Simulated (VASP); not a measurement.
# C (P6_3/mmc) in VASP: a series of runs

The runs below take C through single point, with PBE.

The COD entry that gives the cell may itself be a prediction, so a difference from it is no test against experiment.

Program: VASP 6.6.1. These are calculated values, not measurements. Logs are shortened: lines on timing, memory, paths and dates and some standing lists are left out, and cuts for length are marked.

### 1 The cell of the first run

The structure is hexagonal, space group P6_3/mmc (No. 194). The conventional cell has a = 2.521 Å, b = 2.521 Å, c = 12.274 Å, α = 90.00°, β = 90.00°, γ = 120.00°. C (site symmetry 3m) has 4 C at 1.54 to 1.55 Å within 2.1 Å. C (site symmetry 3m) has 4 C at 1.53 to 1.54 Å within 2.0 Å. Within 2.0 Å of C (site symmetry 3m) lie 4 C at 1.53 to 1.54 Å.

### 2 Single point, PBE

File INCAR:

```
PREC     = Accurate       # precision mode
ENCUT    = 520            # plane-wave cutoff, eV
EDIFF    = 1E-7           # SCF threshold, eV
ISMEAR   = 0              # smearing method
SIGMA    = 0.05           # smearing width, eV
LREAL    = F              # projectors in reciprocal space
LASPH    = T              # aspherical terms in the spheres
NELM     = 100            # most SCF steps
ALGO     = Normal         # electronic algorithm
ISIF     = 2              # what is computed and relaxed
LWAVE    = F              # write WAVECAR
LCHARG   = T              # write CHGCAR
GGA      = PE             # functional
LELF     = T              # ELF
LVHAR    = T            
NBANDS   = 36             # bands
```

File KPOINTS:

```
Automatic mesh
0
Gamma
  12 12 2
```

File POSCAR:

```
C
1.0
    2.5205457478      0.0000000000      0.0000000000
   -1.2602728739      2.1828566490      0.0000000000
    0.0000000000      0.0000000000     12.2737000000
C
12
Direct
    0.0000000000      0.0000000000      0.1868593266
    0.0000000000      0.0000000000      0.6868593266
    0.0000000000      0.0000000000      0.3131406734
    0.0000000000      0.0000000000      0.8131406734
    0.3333333333      0.6666666667      0.5207665411
    0.6666666667      0.3333333333      0.0207665411
    0.3333333333      0.6666666667      0.9792334589
    0.6666666667      0.3333333333      0.4792334589
    0.3333333333      0.6666666667      0.6450950823
    0.6666666667      0.3333333333      0.1450950823
    0.3333333333      0.6666666667      0.8549049177
    0.6666666667      0.3333333333      0.3549049177
```

Potentials or basis: VASP PAW PBE potentials, release 64 (C).

Command:

```sh
> cat potpaw_PBE.64/C/POTCAR > POTCAR
> mpirun -np 1 vasp_std > vasp.out
```

OUTCAR:

```text
PREC = Accurate
   ENCUT = 520
   EDIFF = 1E-7
   ISMEAR = 0
   LREAL = F
   LASPH = T
   NELM = 100
   ISIF = 2
   GGA = PE

 ion  position               nearest neighbor table
   1  0.000  0.000  0.187-  10 1.54  10 1.54  10 1.54   3 1.55
   2  0.000  0.000  0.687-   9 1.54   9 1.54   9 1.54   4 1.55
   3  0.000  0.000  0.313-  12 1.54  12 1.54  12 1.54   1 1.55
   4  0.000  0.000  0.813-  11 1.54  11 1.54  11 1.54   2 1.55
   5  0.333  0.667  0.521-   9 1.53   8 1.54   8 1.54   8 1.54
   6  0.667  0.333  0.021-  10 1.53   7 1.54   7 1.54   7 1.54
   7  0.333  0.667  0.979-  11 1.53   6 1.54   6 1.54   6 1.54
   8  0.667  0.333  0.479-  12 1.53   5 1.54   5 1.54   5 1.54
   9  0.333  0.667  0.645-   5 1.53   2 1.54   2 1.54   2 1.54
  10  0.667  0.333  0.145-   6 1.53   1 1.54   1 1.54   1 1.54
  11  0.333  0.667  0.855-   7 1.53   4 1.54   4 1.54   4 1.54
  12  0.667  0.333  0.355-   8 1.53   3 1.54   3 1.54   3 1.54

  LATTYP: Found a hexagonal cell.
 ALAT       =     2.5205457478
 C/A-ratio  =     4.8694613104

  Lattice vectors:

 A1 = (   2.5205457478,   0.0000000000,   0.0000000000)
 A2 = (  -1.2602728739,   2.1828566490,   0.0000000000)
 A3 = (   0.0000000000,   0.0000000000,  12.2737000000)

Analysis of symmetry for initial positions (statically):
=====================================================================
 Subroutine PRICEL returns:
 Original cell was already a primitive cell.

 Routine SETGRP: Setting up the symmetry group for a
 hexagonal supercell.

 Subroutine GETGRP returns: Found 24 space group operations
 (whereof 12 operations were pure point group operations)
 out of a pool of 24 trial point group operations.

The static configuration has the point symmetry D_3d.
 The point group associated with its full space group is D_6h.

Analysis of symmetry for dynamics (positions and initial velocities):
=====================================================================
 Subroutine PRICEL returns:
 Original cell was already a primitive cell.

 Routine SETGRP: Setting up the symmetry group for a
 hexagonal supercell.

 Subroutine GETGRP returns: Found 24 space group operations
 (whereof 12 operations were pure point group operations)
 out of a pool of 24 trial point group operations.

The dynamic configuration has the point symmetry D_3d.
[... 128 lines left out ...]
   POTIM  = 0.5000    time-step for ionic-motion
   TEBEG  =    0.0;   TEEND  =   0.0 temperature during run
   PSTRESS=    0.0 pullay stress
   NELECT =      48.0000    total number of electrons
   NUPDOWN=      -1.0000    fix difference up-down
   EMIN   =  10.00;   EMAX   =-10.00  energy-range for DOS
   EFERMI =   0.00;   METHOD = LEGACY
   ISMEAR =     0;   SIGMA  =   0.05  broadening in eV -4-tet -1-fermi 0-gaus
   EFERMI_NEDOS =   21; number of points for ismear=-14 and -15
   IALGO  =     38    algorithm
   IMIX   =      4    mixing-type and parameters
     AMIX     =   0.40;   BMIX     =  1.00
     AMIX_MAG =   1.60;   BMIX_MAG =  1.00
  volume/ion in A,a.u.               =       5.63        37.98
  Fermi-wavevector in a.u.,A,eV,Ry     =   1.461022  2.760932 29.042803  2.134586
  Thomas-Fermi vector in A             =   2.577403
   LORBIT       =      0    0 simple, 1 ext, 2 COOP (PROOUT), +10 PAW based schemes
   GGA     = PE    functional components
   LHFCALC =     F    Hartree Fock is set to
   AEXX    =    0.0000 exact exchange contribution
   IVDW    =     0    specifies the selected vdW correction
   LEPSILON=     F    determine dielectric tensor
   LRPA    =     F    only Hartree local field effects (RPA)
 non-spin polarized calculation
 Gauss-broadening in eV      SIGMA  =   0.05
  energy-cutoff  :      520.00
  volume of cell :       67.53
 maximum number of plane-waves:      1836
 NGX is ok and might be reduce to    20
   NGX =  9   NGY =  9   NGZ = 45

 number of electron      47.9999998 magnetization

 Free energy of the ion-electron system (eV)
  ---------------------------------------------------
  ext. energy  EPLUGINS =         0.00000000
  ---------------------------------------------------
  free energy    TOTEN  =      -108.99730450 eV

  energy without entropy =     -108.99730450  energy(sigma->0) =     -108.99730450

 E-fermi :  10.1782     XC(G=0): -13.2886

 val. band max:        9.9378376805   @ k =   0.0000   0.0000   0.0000
 cond. band min:      14.3239046373   @ k =   0.4167   0.0000   0.0000
 fundamental gap:      4.3860669569
 Fermi energy:        10.1781595323

 k-point     1 :       0.0000    0.0000    0.0000
  band No.  band energies     occupation
      1     -11.7496      2.00000
      2     -11.0066      2.00000
      3     -10.9335      2.00000
      4      -8.7113      2.00000
      5      -8.6493      2.00000
      6      -5.8155      2.00000
[... 925 lines left out ...]
     35      19.4013      0.00000
     36      19.4013      0.00000

 [... further k-points ...]

------------------------ aborting loop because EDIFF is reached ----------------------------------------

  FORCE on cell =-STRESS in cart. coord.  units (eV):
  Direction    XX          YY          ZZ          XY          YZ          ZX
  --------------------------------------------------------------------------------------
  -------------------------------------------------------------------------------------
  Total        0.5135949      0.5135949      7.0211198      0.0000000      0.0000000      0.0000000
  in kB       12.1852934     12.1852934    166.5795416      0.0000000      0.0000000      0.0000000
  external PRESSURE =      63.6500428 kB  Pullay stress =       0.0000000 kB

 VOLUME and BASIS-vectors are now :
 -----------------------------------------------------------------------------
  energy-cutoff  :      520.00
  volume of cell :       67.53
      direct lattice vectors                 reciprocal lattice vectors
     2.520545748  0.000000000  0.000000000     0.396739476  0.229057643  0.000000000
    -1.260272874  2.182856649  0.000000000     0.000000000  0.458115287  0.000000000
     0.000000000  0.000000000 12.273700000     0.000000000  0.000000000  0.081475024

 POSITION                                       TOTAL-FORCE (eV/Angst)
 -----------------------------------------------------------------------------------
      0.00000      0.00000      2.29346        -0.000000      0.000000     -0.041107
      0.00000      0.00000      8.43031         0.000000     -0.000000     -0.041107
      0.00000      0.00000      3.84339        -0.000000      0.000000      0.041107
      0.00000      0.00000      9.98024         0.000000     -0.000000      0.041107
     -0.00000      1.45524      6.39173         0.000000      0.000000     -0.062397
      1.26027      0.72762      0.25488        -0.000000      0.000000     -0.062397
     -0.00000      1.45524     12.01882         0.000000     -0.000000      0.062397
      1.26027      0.72762      5.88197        -0.000000     -0.000000      0.062397
     -0.00000      1.45524      7.91770        -0.000000      0.000000      0.028380
      1.26027      0.72762      1.78085         0.000000     -0.000000      0.028380
     -0.00000      1.45524     10.49285        -0.000000      0.000000     -0.028380
      1.26027      0.72762      4.35600         0.000000     -0.000000     -0.028380
 -----------------------------------------------------------------------------------
    total drift:                               -0.000000      0.000000      0.000000

  FREE ENERGIE OF THE ION-ELECTRON SYSTEM (eV)
  ---------------------------------------------------
  free  energy   TOTEN  =      -108.9973044986 eV

  energy  without entropy=     -108.9973044986  energy(sigma->0) =     -108.99730450
```

stdout:

```text
POSCAR found type information on POSCAR C
 POSCAR found :  1 types and      12 ions
 scaLAPACK will be used
 LDA part: xc-table for (Slater+PW92), standard interpolation
 POSCAR, INCAR and KPOINTS ok, starting setup
 FFT: planning ... GRIDC
 FFT: planning ... GRID_SOFT
 FFT: planning ... GRID
 WAVECAR not read
 entering main loop
```

It took 41 s on 1 thread of Intel Xeon 6975P-C (Granite Rapids), shared host; peak memory 0.21 GiB.

What came out:

* Free energy: -108.9973 eV
* Pressure: 6.4 GPa
* Largest force: 0.062 eV/Å
* Band gap on the k mesh: 4.39 eV, indirect (least direct gap 5.27 eV)

Forces on the atoms (eV/Å):
```
C    0.000  0.000 -0.041
C    0.000  0.000 -0.041
C    0.000  0.000  0.041
C    0.000  0.000  0.041
C    0.000  0.000 -0.062
C    0.000  0.000 -0.062
C    0.000  0.000  0.062
C    0.000  0.000  0.062
C    0.000  0.000  0.028
C    0.000  0.000  0.028
C    0.000  0.000 -0.028
C    0.000  0.000 -0.028
```

Levels at points of the mesh, in eV from the valence-band top:
| k point | band 20 | band 21 | band 22 | band 23 | band 24 | band 25 | band 26 | band 27 | band 28 | band 29 |
| --- | --- | --- | --- | --- | --- | --- | --- | --- | --- | --- |
| (0.00, 0.00, 0.00) | -1.04 | -1.04 | -0.16 | 0.00 | 0.00 | 5.27 | 5.27 | 5.81 | 6.41 | 6.41 |
| (0.50, 0.00, 0.00) | -4.39 | -4.11 | -4.06 | -3.63 | -2.88 | 4.47 | 5.10 | 5.16 | 5.77 | 6.90 |
| (0.00, 0.00, 0.50) | -1.31 | -0.34 | -0.34 | -0.34 | -0.34 | 5.68 | 5.68 | 5.68 | 5.68 | 6.38 |
| (0.50, 0.00, 0.50) | -5.03 | -3.78 | -3.78 | -3.24 | -3.24 | 4.64 | 4.64 | 5.95 | 5.95 | 6.06 |

A k mesh can miss the band edges. PBE gaps usually lie below the measured ones, often by a third to a half.

(Continued in part 2 of 3.)
